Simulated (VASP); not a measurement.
Input of a VASP 6.6.1 run:

The input INCAR:

```
  PREC = Accurate
  ENCUT = 500
  EDIFF = 1E-6
  ISMEAR = 0
  SIGMA = 0.15
  LREAL = False
  LASPH = True
  NELM = 120
  ALGO = Normal
  ISIF = 2
  LWAVE = False
  LCHARG = False
  GGA = PS
  NBANDS = 64
  GGA_COMPAT = False
  KPAR = 4
```

File KPOINTS:

```
regular mesh
0
Gamma
  12 12 12
```

POSCAR

```
Ti
1.0
    4.5152900513      0.0000000000     -2.7987936488
   -2.2576450256     -3.9103558898     -2.7987936488
   -2.2576450256      3.9103558898     -2.7987936488
Ti
9
Direct
    0.3333333333      0.3333333333      0.3333333333
    1.0000000000      1.0000000000      0.0000000000
    0.6666666667      0.6666666667      0.6666666667
    0.5000000000      0.1666666667      0.8333333333
    0.1666666667      0.8333333333      0.5000000000
    0.8333333333      0.5000000000      0.1666666667
    0.8333333333      0.1666666667      0.5000000000
    0.5000000000      0.8333333333      0.1666666667
    0.1666666667      0.5000000000      0.8333333333
```

Potentials or basis: VASP PAW PBE potentials, release 64 (Ti_sv).

Run with:

```sh
$ cat potpaw_PBE.64/Ti_sv/POTCAR > POTCAR
$ mpirun -np 4 vasp_std > vasp.out
```

(1) What does it give for the band gap on the k mesh?

(2) Estimate the pressure.

Results:

(1) zero (bands 54 and 55 overlap by 0.38 eV).

(2) -0.3 GPa.

Caveat: the PAW data sets were made with another functional, which shifts forces and pressure a little.
